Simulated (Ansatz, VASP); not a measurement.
## Zn2H3 in VASP and in Ansatz

```
Zn H
1.0
     1.50238    0.86740    6.60781
    -1.50238    0.86740    6.60781
     0.00000   -1.73480    6.60781
Zn H
2 3
Direct
  0.40133 0.40133 0.40133
  0.59867 0.59867 0.59867
  0.00000 0.00000 0.00000
  0.23190 0.23190 0.23190
  0.76810 0.76810 0.76810
```

Alike in both runs: functional PBE; k mesh 6 × 6 × 6; occupations gaussian, width 0.1 eV; no spin polarisation.

Ansatz relaxed the structure, and its values are those at the end. VASP's run is a single point on that final structure, the one shown.

|  | VASP | Ansatz |
| --- | --- | --- |
| version | VASP 6.6.1 | Ansatz 0.2.0 |
| potentials or method | VASP PAW PBE potentials, release 64 (Zn, H), cutoff 520 eV | scalar-relativistic, plane waves, PAW |
| valence electrons in the cell | 27 | 27 |

```tsv
	VASP	Ansatz	Ansatz less VASP
gap on the k mesh at the Fermi level (eV)	none	none	-
pressure (GPa)	0.1	0.0	-0.09
rms of the force components (eV/Å)	0.004	0.002	-0.0016
```

A gap of «none» marks a metal or a gap that the smearing closes.

The k mesh is coarse, so the values compare programs but aren't converged.
